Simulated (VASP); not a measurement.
# HgTe (I-4m2) in VASP: single point with PBEsol

Aim: the single point of HgTe with PBEsol.

All numbers are computed with VASP 6.6.1; they aren't measurements. Logs are shortened: lines on timing, memory, paths and dates and some standing lists are left out, and cuts for length are marked.

### Step 1. The cell of the first run

Symmetry: I-4m2, No. 119, tetragonal system. The conventional cell has a = 4.604 Å, b = 4.604 Å, c = 6.772 Å, α = 90.00°, β = 90.00°, γ = 90.00°. Within 3.8 Å of Hg (site symmetry -4m2) lie 4 Te at 2.86 Å. Within 3.8 Å of Te (site symmetry -4m2) lie 4 Hg at 2.86 Å.

### Step 2. Single point, PBEsol (strain along c alone, the other axes held: +4.0 %)

INCAR

```
SYSTEM = HgTe
  PREC = Accurate
  ENCUT = 520
  EDIFF = 1E-6
  ISMEAR = 0
  SIGMA = 0.1
  LREAL = .FALSE.
  LASPH = .TRUE.
  NELM = 80
  ALGO = Normal
  ISIF = 2
  LWAVE = .FALSE.
  LCHARG = .FALSE.
  GGA = PS
  NBANDS = 26
```

KPOINTS

```
regular mesh
0
G
  12 12 8
  0 0 0
```

POSCAR

```
HgTe
1.0
    3.2556397153      3.2556397153      0.0000000000
   -3.2556397153      3.2556397153      0.0000000000
    0.0000000000      0.0000000000      6.7717306078
Hg Te
2 2
Direct
    0.0000000000      0.0000000000      0.0000000000
    0.5000000000      0.5000000000      0.5000000000
    0.5000000000      0.0000000000      0.7500000000
    0.0000000000      0.5000000000      0.2500000000
```

Potentials or basis: VASP PAW PBE potentials, release 64 (Hg, Te).

The run is started by

```sh
$ cat potpaw_PBE.64/Hg/POTCAR potpaw_PBE.64/Te/POTCAR > POTCAR
$ mpirun -np 1 vasp_std > vasp.out
```

OUTCAR:

```text
SYSTEM = HgTe
   PREC = Accurate
   ENCUT = 520
   EDIFF = 1E-6
   ISMEAR = 0
   LREAL = .FALSE.
   LASPH = .TRUE.
   NELM = 80
   ISIF = 2
   GGA = PS

 ion  position               nearest neighbor table
   1  0.000  0.000  0.000-   3 2.86   4 2.86   4 2.86   3 2.86
   2  0.500  0.500  0.500-   3 2.86   4 2.86   3 2.86   4 2.86
   3  0.500  0.000  0.750-   1 2.86   2 2.86   2 2.86   1 2.86
   4  0.000  0.500  0.250-   1 2.86   2 2.86   1 2.86   2 2.86

  LATTYP: Found a simple tetragonal cell.
 ALAT       =     4.6041698396
 C/A-ratio  =     1.4707821049

  Lattice vectors:

 A1 = (   3.2556397153,   3.2556397153,   0.0000000000)
 A2 = (  -3.2556397153,   3.2556397153,   0.0000000000)
 A3 = (   0.0000000000,   0.0000000000,   6.7717306078)

Analysis of symmetry for initial positions (statically):
=====================================================================
 Subroutine PRICEL returns following result:

  LATTYP: Found a body centered tetragonal cell.
 ALAT       =     4.6041698396
 C/A-ratio  =     1.4707821049

  Lattice vectors:

 A1 = (   3.2556397153,   0.0000000000,  -3.3858653039)
 A2 = (  -3.2556397153,   0.0000000000,  -3.3858653039)
 A3 = (   0.0000000000,   3.2556397153,   3.3858653039)

   2 primitive cells build up your supercell.

 Routine SETGRP: Setting up the symmetry group for a
 simple tetragonal supercell.

 Subroutine GETGRP returns: Found  8 space group operations
 (whereof  8 operations were pure point group operations)
 out of a pool of 16 trial point group operations.

The static configuration has the point symmetry D_2d.

Analysis of symmetry for dynamics (positions and initial velocities):
=====================================================================
 Subroutine PRICEL returns following result:

  LATTYP: Found a body centered tetragonal cell.
 ALAT       =     4.6041698396
 C/A-ratio  =     1.4707821049

  Lattice vectors:

 A1 = (   3.2556397153,   0.0000000000,  -3.3858653039)
 A2 = (  -3.2556397153,   0.0000000000,  -3.3858653039)
 A3 = (   0.0000000000,   3.2556397153,   3.3858653039)

   2 primitive cells build up your supercell.

 Routine SETGRP: Setting up the symmetry group for a
 simple tetragonal supercell.

[... 99 lines left out ...]
   LNONCOLLINEAR =      F non collinear calculations
   LSORBIT =      F    spin-orbit coupling
   LASPH  =      T    aspherical Exc in radial PAW
   ENCUT  =  520.0 eV  38.22 Ry    6.18 a.u.   8.56  8.56 12.59*2*pi/ulx,y,z
   NELM   =     80;   NELMIN=  2; NELMDL= -5     # of ELM steps
   EDIFF  = 0.1E-05   stopping-criterion for ELM
   LREAL  =      F    real-space projection
   EDIFFG = 0.1E-04   stopping-criterion for IOM
   NSW    =      0    number of steps for IOM
   IBRION =     -1    ionic relax: 0-MD 1-quasi-New 2-CG
   NFREE  =      0    steps in history (QN), initial steepest desc. (CG)
   ISIF   =      2    stress and relaxation
   ISYM   =      2    0-nonsym 1-usesym 2-fastsym
   POTIM  = 0.5000    time-step for ionic-motion
   TEBEG  =    0.0;   TEEND  =   0.0 temperature during run
   PSTRESS=    0.0 pullay stress
   NELECT =      36.0000    total number of electrons
   NUPDOWN=      -1.0000    fix difference up-down
   EMIN   =  10.00;   EMAX   =-10.00  energy-range for DOS
   EFERMI =   0.00;   METHOD = LEGACY
   ISMEAR =     0;   SIGMA  =   0.10  broadening in eV -4-tet -1-fermi 0-gaus
   EFERMI_NEDOS =   21; number of points for ismear=-14 and -15
   IALGO  =     38    algorithm
   IMIX   =      4    mixing-type and parameters
     AMIX     =   0.40;   BMIX     =  1.00
     AMIX_MAG =   1.60;   BMIX_MAG =  1.00
  volume/ion in A,a.u.               =      35.89       242.18
  Fermi-wavevector in a.u.,A,eV,Ry     =   1.032385  1.950924 14.501336  1.065818
  Thomas-Fermi vector in A             =   2.166580
   LORBIT       =      0    0 simple, 1 ext, 2 COOP (PROOUT), +10 PAW based schemes
   GGA     = PS    functional components
   LHFCALC =     F    Hartree Fock is set to
   AEXX    =    0.0000 exact exchange contribution
   IVDW    =     0    specifies the selected vdW correction
   LEPSILON=     F    determine dielectric tensor
   LRPA    =     F    only Hartree local field effects (RPA)
 non-spin polarized calculation
 Gauss-broadening in eV      SIGMA  =   0.10
  energy-cutoff  :      520.00
  volume of cell :      143.55
 maximum number of plane-waves:      3903
 NGX is ok and might be reduce to    36
   NGX = 17   NGY = 17   NGZ = 25

 number of electron      36.0000005 magnetization

 Free energy of the ion-electron system (eV)
  ---------------------------------------------------
  ext. energy  EPLUGINS =         0.00000000
  ---------------------------------------------------
  free energy    TOTEN  =        -8.72350882 eV

  energy without entropy =       -8.72329129  energy(sigma->0) =       -8.72340005

 E-fermi :   2.4315     XC(G=0):  -8.6617

 val. band max:        2.3693625840   @ k =   0.0000   0.0000   0.0000
 cond. band min:       2.6414881413   @ k =   0.0833   0.0000   0.0000
 fundamental gap:      0.2721255573
 Fermi energy:         2.4315297937

 k-point     1 :       0.0000    0.0000    0.0000
  band No.  band energies     occupation
      1      -9.2733      2.00000
      2      -8.6069      2.00000
      3      -4.6803      2.00000
      4      -4.6712      2.00000
      5      -4.6712      2.00000
      6      -4.4892      2.00000
[... 685 lines left out ...]
     25       9.6506      0.00000
     26       9.8982      0.00000

 [... further k-points ...]

------------------------ aborting loop because EDIFF is reached ----------------------------------------

  FORCE on cell =-STRESS in cart. coord.  units (eV):
  Direction    XX          YY          ZZ          XY          YZ          ZX
  --------------------------------------------------------------------------------------
  -------------------------------------------------------------------------------------
  Total       -1.0918230     -1.0918230     -1.7320858      0.0000000      0.0000000      0.0000000
  in kB      -12.1859804    -12.1859804    -19.3320380      0.0000000      0.0000000      0.0000000
  external PRESSURE =     -14.5679996 kB  Pullay stress =       0.0000000 kB

 VOLUME and BASIS-vectors are now :
 -----------------------------------------------------------------------------
  energy-cutoff  :      520.00
  volume of cell :      143.55
      direct lattice vectors                 reciprocal lattice vectors
     3.255639715  3.255639715  0.000000000     0.153579648  0.153579648  0.000000000
    -3.255639715  3.255639715  0.000000000    -0.153579648  0.153579648  0.000000000
     0.000000000  0.000000000  6.771730608     0.000000000  0.000000000  0.147672738

 POSITION                                       TOTAL-FORCE (eV/Angst)
 -----------------------------------------------------------------------------------
      0.00000      0.00000      0.00000        -0.000000     -0.000000     -0.000000
      0.00000      3.25564      3.38587         0.000000     -0.000000      0.000000
      1.62782      1.62782      5.07880         0.000000      0.000000     -0.000000
     -1.62782      1.62782      1.69293         0.000000      0.000000     -0.000000
 -----------------------------------------------------------------------------------
    total drift:                               -0.000000      0.000000      0.000000

  FREE ENERGIE OF THE ION-ELECTRON SYSTEM (eV)
  ---------------------------------------------------
  free  energy   TOTEN  =        -8.7235088154 eV

  energy  without entropy=       -8.7232912909  energy(sigma->0) =       -8.72340005
```

OSZICAR:

```text
N       E                     dE             d eps       ncg     rms          rms(c)
DAV:   1     0.228514974708E+03    0.22851E+03   -0.15676E+04  7288   0.119E+03
DAV:   2     0.278911817147E+01   -0.22573E+03   -0.21646E+03  7794   0.277E+02
DAV:   3    -0.901633126244E+01   -0.11805E+02   -0.11720E+02  8734   0.627E+01
DAV:   4    -0.917291199625E+01   -0.15658E+00   -0.15647E+00  9194   0.638E+00
DAV:   5    -0.917444263286E+01   -0.15306E-02   -0.15306E-02  8454   0.672E-01    0.939E+00
DAV:   6    -0.874055309253E+01    0.43389E+00   -0.10101E+00  7948   0.106E+01    0.751E+00
DAV:   7    -0.872849729099E+01    0.12056E-01   -0.30796E-01  7738   0.289E+00    0.281E+00
DAV:   8    -0.872382072952E+01    0.46766E-02   -0.35831E-02  7592   0.177E+00    0.701E-01
DAV:   9    -0.872357028604E+01    0.25044E-03   -0.39534E-03  8092   0.624E-01    0.196E-01
DAV:  10    -0.872350298054E+01    0.67306E-04   -0.35660E-04  7620   0.184E-01    0.532E-02
DAV:  11    -0.872351693343E+01   -0.13953E-04   -0.19455E-04  7808   0.106E-01    0.489E-02
DAV:  12    -0.872351113727E+01    0.57962E-05   -0.19229E-05  7658   0.384E-02    0.366E-02
DAV:  13    -0.872350882374E+01    0.23135E-05   -0.20235E-05  7802   0.336E-02    0.240E-02
DAV:  14    -0.872350881542E+01    0.83164E-08   -0.29180E-06  6326   0.134E-02
   1 F= -.87235088E+01 E0= -.87234001E+01  d E =-.217525E-03
```

It took 5.2 min on 1 thread of Intel Xeon Platinum 8488C (Sapphire Rapids), shared host; peak memory 0.58 GiB.

What came out:

```yaml
Free_energy: -8.7235 eV
Pressure: -1.5 GPa
Band_gap_on_the_k_mesh: zero (filled and empty bands touch)
```

Levels at points of the mesh, in eV from the Fermi level:
```tsv
k point	band 15	band 16	band 17	band 18	band 19	band 20	band 21	band 22
(0.00, 0.00, 0.00)	-2.04	-1.06	-0.20	-0.06	-0.06	1.93	2.54	4.19
(0.50, 0.00, 0.00)	-2.44	-2.44	-0.91	-0.91	1.93	1.93	4.66	4.66
(0.50, 0.50, 0.00)	-2.23	-2.23	-2.15	-2.15	1.67	1.67	2.39	2.39
(0.00, 0.00, 0.50)	-1.20	-1.20	-1.20	-1.20	1.81	1.81	2.93	2.93
(0.50, 0.00, 0.50)	-1.07	-1.07	-0.90	-0.90	0.52	0.52	4.84	4.84
(0.50, 0.50, 0.50)	-2.46	-2.46	-2.46	-2.46	2.68	2.68	4.38	4.38
```

Caveat: the cell differs from its parent crystal (strain along c alone, the other axes held: +4.0 %); semilocal functionals underestimate gaps, and a narrow one can read as zero; the PAW data sets were made with another functional, which shifts forces and pressure a little; spin-orbit coupling is left out, which moves the levels of the heavy elements.

The gap in the log of VASP goes by the Fermi energy; the results here count the filled bands.